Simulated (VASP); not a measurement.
Si:

```
Si
1.0
     0.00000    2.71535    2.71535
     2.71535    0.00000    2.71535
     2.71535    2.71535    0.00000
Si
2
Direct
  0.50000 0.50000 0.50000
  0.75000 0.75000 0.75000
```

* Program: VASP 6.6.1
* Task: relaxation of cell and atoms
* Functional: RPBE
* Potentials or basis: VASP PAW PBE potentials, release 64 (Si)
* Cutoff: 600 eV
* k mesh: 6 × 6 × 6
* Occupations: fermi-dirac, width 0.05 eV
* Spin: no spin polarisation

At the start: pressure 3.5 GPa; volume 20.02 Å³/atom.

Task: How do energy, volume and symmetry change on relaxing?

Result: Over 3 steps the energy falls by 8.0 meV/atom and the volume is 20.78 Å³/atom (+3.8 %); space group Fd-3m (No. 227, to 0.05 Å).

The path:
```csv
step,energy change (eV),largest force (eV/Å),pressure (GPa),volume (Å³)
1,0.0000,0.0000,3.48,40.04
2,-0.0092,0.0000,-2.01,42.61
3,-0.0160,0.0000,0.00,41.56
```

Final structure:
```xyz
2
Lattice="0.0000 2.7494 2.7494 2.7494 0.0000 2.7494 2.7494 2.7494 0.0000" Properties=species:S:1:pos:R:3 pbc="T T T"
Si    2.7494    2.7494    2.7494
Si    4.1240    4.1240    4.1240
```

Caveat: the PAW data sets were made with another functional, which shifts forces and pressure a little.
